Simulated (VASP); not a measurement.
# ZrC (P1) in VASP: notebook, part 2 of 2

VASP 6.6.1.

## (3) Single point, PBEsol

The input, INCAR:

```
SYSTEM = ZrC
PREC = Accurate
ENCUT = 520
EDIFF = 1E-6
ISMEAR = -1
SIGMA = 0.08
LREAL = .FALSE.
LASPH = .TRUE.
NELM = 60
ALGO = Normal
ISIF = 2
LWAVE = .FALSE.
LCHARG = .FALSE.
GGA = PS
NBANDS = 24
```

The input, KPOINTS:

```
regular mesh
0
G
  4 7 7
  0 0 0
```

The input, POSCAR:

```
ZrC
1.0
    0.0000000000      4.7300000000      4.7300000000
    2.3650000000      0.0000000000      2.3650000000
    2.3650000000      2.3650000000      0.0000000000
Zr C
2 2
Direct
    0.2521253700      0.4756494715      0.5178701903
    0.7506156448      0.5225818182      0.4805830867
   -0.0110514799      0.0046830867      0.0061854123
    0.4902334038      0.0087509514      0.0055619450
```

Potentials or basis: VASP PAW PBE potentials, release 64 (Zr_sv, C).

Started as:

```bash
$ cat potpaw_PBE.64/Zr_sv/POTCAR potpaw_PBE.64/C/POTCAR > POTCAR
$ mpirun -np 1 vasp_std > vasp.out
```

Wall time 2.3 min (1 thread of Intel Xeon 6975P-C, shared host); peak memory 0.26 GiB.

Results (log left out):

- Free energy: -41.0159 eV
- Pressure: -7.2 GPa
- Largest force: 0.901 eV/Å
- Band gap on the k mesh: zero (band 16 reaches 10.00 eV, above the bottom of band 17 at 9.06 eV)

Forces on the atoms (eV/Å):
```
Zr   0.365 -0.787  0.243
Zr   0.006  0.302 -0.735
C   -0.139  0.207  0.427
C   -0.232  0.278  0.065
```

Stress tensor (GPa, compression positive):
```
-7.57  0.21  0.27
 0.21 -7.06 -0.09
 0.27 -0.09 -7.12
```

Levels at points of the mesh, in eV from the Fermi level:
```csv
k point,band 12,band 13,band 14,band 15,band 16,band 17,band 18,band 19,band 20,band 21
"(0.00, 0.00, 0.00)",-2.83,-2.82,0.61,0.75,0.77,1.23,1.25,1.47,2.83,2.87
"(0.50, 0.00, 0.00)",-2.67,-1.79,-1.74,-1.65,-1.60,2.29,2.38,2.63,2.69,2.96
```

Caveat: the PAW data sets were made with another functional, which shifts forces and pressure a little.

## (4) Single point, PBEsol

The input, INCAR:

```
  PREC = Accurate
  ENCUT = 520
  EDIFF = 1E-6
  ISMEAR = -1
  SIGMA = 0.08
  LREAL = False
  LASPH = True
  NELM = 60
  ALGO = Normal
  ISIF = 2
  LWAVE = False
  LCHARG = False
  GGA = PS
  NBANDS = 24
```

The input, KPOINTS:

```
regular mesh
0
Gamma
  4 7 7
```

The input, POSCAR:

```
ZrC
1.0
    0.0000000000      4.7300000000      4.7300000000
    2.3650000000      0.0000000000      2.3650000000
    2.3650000000      2.3650000000      0.0000000000
Zr C
2 2
Direct
    0.2468384778      0.4809708245      0.5194773784
    0.7504255814      0.5208389006      0.4821010571
    0.0107349894     -0.0075968288     -0.0046974630
    0.5100440803     -0.0061482030     -0.0072902748
```

Started as:

```bash
$ cat potpaw_PBE.64/Zr_sv/POTCAR potpaw_PBE.64/C/POTCAR > POTCAR
$ mpirun -np 1 vasp_std > vasp.out
```

Run time: 2.6 min. Hardware: 1 thread of Intel Xeon 6975P-C, shared host; peak memory 0.26 GiB.

The run converged. Its results:

| Item | Value |
| --- | --- |
| Free energy | -41.0240 eV |
| Pressure | -7.3 GPa |
| Largest force | 0.976 eV/Å |
| Band gap on the k mesh | zero (band 16 reaches 10.00 eV, above the bottom of band 17 at 9.06 eV) |

Forces in eV/Å, atoms in the order of the input:
```
Zr  -0.287 -0.001  0.933
Zr  -0.086  0.461 -0.469
C    0.174 -0.233 -0.322
C    0.199 -0.227 -0.142
```

Stress tensor (GPa, compression positive):
```
-7.66  0.34  0.23
 0.34 -7.44 -0.10
 0.23 -0.10 -6.94
```

Levels at points of the mesh, in eV from the Fermi level:
| k point | band 13 | band 14 | band 15 | band 16 | band 17 | band 18 | band 19 | band 20 |
| --- | --- | --- | --- | --- | --- | --- | --- | --- |
| (0.00, 0.00, 0.00) | -2.82 | 0.62 | 0.75 | 0.77 | 1.23 | 1.25 | 1.47 | 2.84 |
| (0.50, 0.00, 0.00) | -1.82 | -1.70 | -1.69 | -1.57 | 2.33 | 2.38 | 2.57 | 2.74 |

Caveat: the PAW data sets were made with another functional, which shifts forces and pressure a little.

## (5) Single point, PBEsol

The input, INCAR:

```
SYSTEM = ZrC
PREC = Accurate
ENCUT = 520
EDIFF = 1E-6
ISMEAR = -1
SIGMA = 0.08
LREAL = .False.
LASPH = .True.
NELM = 60
ALGO = Normal
ISIF = 2
LWAVE = .False.
LCHARG = .True.
GGA = PS
LELF = .True.
LVHAR = .True.
NBANDS = 24
```

The input, KPOINTS:

```
regular mesh
0
Gamma
  4 7 7
  0 0 0
```

The input, POSCAR:

```
ZrC
1.0
    0.0000000000      4.7300000000      4.7300000000
    2.3650000000      0.0000000000      2.3650000000
    2.3650000000      2.3650000000      0.0000000000
Zr C
2 2
Direct
    0.2521265328      0.4756467230      0.5178708245
    0.7506179704      0.5225839323      0.4805805497
   -0.0110651163      0.0046693446      0.0062042283
    0.4902215645      0.0087661734      0.0055589852
```

Potentials or basis: VASP PAW PBE potentials, release 64 (Zr_sv, C).

Started as:

```bash
$ cat potpaw_PBE.64/Zr_sv/POTCAR potpaw_PBE.64/C/POTCAR > POTCAR
$ mpirun -np 1 vasp_std > vasp.out
```

OUTCAR:

```text
SYSTEM = ZrC
   PREC = Accurate
   ENCUT = 520
   EDIFF = 1E-6
   ISMEAR = -1
   LREAL = .False.
   LASPH = .True.
   NELM = 60
   ISIF = 2
   GGA = PS

 ion  position               nearest neighbor table
   1  0.252  0.476  0.518-   4 2.28   4 2.32   3 2.36   4 2.39   3 2.41   3 2.46   2 3.26   2 3.29
                             2 3.34   2 3.35   2 3.40   2 3.43
   2  0.751  0.523  0.481-   3 2.27   3 2.35   4 2.36   3 2.37   4 2.39   4 2.45   1 3.26   1 3.29
                             1 3.34   1 3.35   1 3.40   1 3.43
   3  0.989  0.005  0.006-   2 2.27   2 2.35   1 2.36   2 2.37   1 2.41   1 2.46
   4  0.490  0.009  0.006-   1 2.28   1 2.32   2 2.36   1 2.39   2 2.39   2 2.45

  LATTYP: Found a trigonal (rhomboedric) cell.
 ALAT       =     5.7930432417
 COS(alpha) =     0.8333333333

  Lattice vectors:

 A1 = (   2.3650000000,  -2.3650000000,  -4.7300000000)
 A2 = (   4.7300000000,  -2.3650000000,  -2.3650000000)
 A3 = (   2.3650000000,  -4.7300000000,  -2.3650000000)

Analysis of symmetry for initial positions (statically):
=====================================================================
 Subroutine PRICEL returns:
 Original cell was already a primitive cell.

 Routine SETGRP: Setting up the symmetry group for a
[... 190 lines left out ...]
  free energy    TOTEN  =       -41.01577531 eV

  energy without entropy =      -41.00092179  energy(sigma->0) =      -41.00834855

 E-fermi :   9.2251     XC(G=0): -12.1829

 val. band max:        9.2098847916   @ k =   0.0000   0.4286   0.4286
 cond. band min:       9.3152356292   @ k =  -0.2500   0.4286   0.0000
 fundamental gap:      0.1053508376
 Fermi energy:         9.2250895508

 k-point     1 :       0.0000    0.0000    0.0000
  band No.  band energies     occupation
      1     -38.7648      2.00000
      2     -38.6676      2.00000
      3     -17.3347      2.00000
      4     -16.5962      2.00000
      5     -16.5943      2.00000
      6     -16.5219      2.00000
[... 637 lines left out ...]
     23      14.5685      0.00000
     24      15.4036      0.00000

 [... further k-points ...]
[... 5 lines left out ...]
  --------------------------------------------------------------------------------------
  -------------------------------------------------------------------------------------
  Total       -2.5005875     -2.3315335     -2.3496760      0.0686725     -0.0304844      0.0906201
  in kB      -75.7180146    -70.5990436    -71.1483992      2.0794098     -0.9230707      2.7439858
  external PRESSURE =     -72.4884858 kB  Pullay stress =       0.0000000 kB

 VOLUME and BASIS-vectors are now :
 -----------------------------------------------------------------------------
  energy-cutoff  :      520.00
  volume of cell :       52.91
      direct lattice vectors                 reciprocal lattice vectors
     0.000000000  4.730000000  4.730000000    -0.105708245  0.105708245  0.105708245
     2.365000000  0.000000000  2.365000000     0.211416490 -0.211416490  0.211416490
     2.365000000  2.365000000  0.000000000     0.211416490  0.211416490 -0.211416490

 POSITION                                       TOTAL-FORCE (eV/Angst)
 -----------------------------------------------------------------------------------
      2.34967      2.41732      2.31746         0.364822     -0.787277      0.242780
      2.37248      4.68700      4.78633         0.006612      0.301947     -0.735620
      0.02572      4.69233      4.68870        -0.138913      0.207125      0.428010
      0.03388      2.33190      2.33948        -0.232521      0.278205      0.064830
 -----------------------------------------------------------------------------------
    total drift:                               -0.000020     -0.000007      0.000018

  FREE ENERGIE OF THE ION-ELECTRON SYSTEM (eV)
  ---------------------------------------------------
  free  energy   TOTEN  =       -41.0157753137 eV

  energy  without entropy=      -41.0009217898  energy(sigma->0) =      -41.00834855
```

Wall time 2.3 min (1 thread of Intel Xeon 6975P-C, shared host); peak memory 0.26 GiB.

What came out:

| Property | Result |
| --- | --- |
| Free energy | -41.0158 eV |
| Pressure | -7.2 GPa |
| Largest force | 0.901 eV/Å |
| Band gap on the k mesh | zero (band 16 reaches 10.00 eV, above the bottom of band 17 at 9.06 eV) |

Forces in eV/Å, atoms in the order of the input:
```
Zr   0.365 -0.787  0.243
Zr   0.007  0.302 -0.736
C   -0.139  0.207  0.428
C   -0.233  0.278  0.065
```

Levels at points of the mesh, in eV from the Fermi level:
| k point | band 13 | band 14 | band 15 | band 16 | band 17 | band 18 | band 19 | band 20 |
| --- | --- | --- | --- | --- | --- | --- | --- | --- |
| (0.00, 0.00, 0.00) | -2.82 | 0.61 | 0.75 | 0.77 | 1.23 | 1.25 | 1.47 | 2.83 |
| (0.50, 0.00, 0.00) | -1.79 | -1.74 | -1.65 | -1.60 | 2.29 | 2.38 | 2.63 | 2.69 |

Caveat: the PAW data sets were made with another functional, which shifts forces and pressure a little.
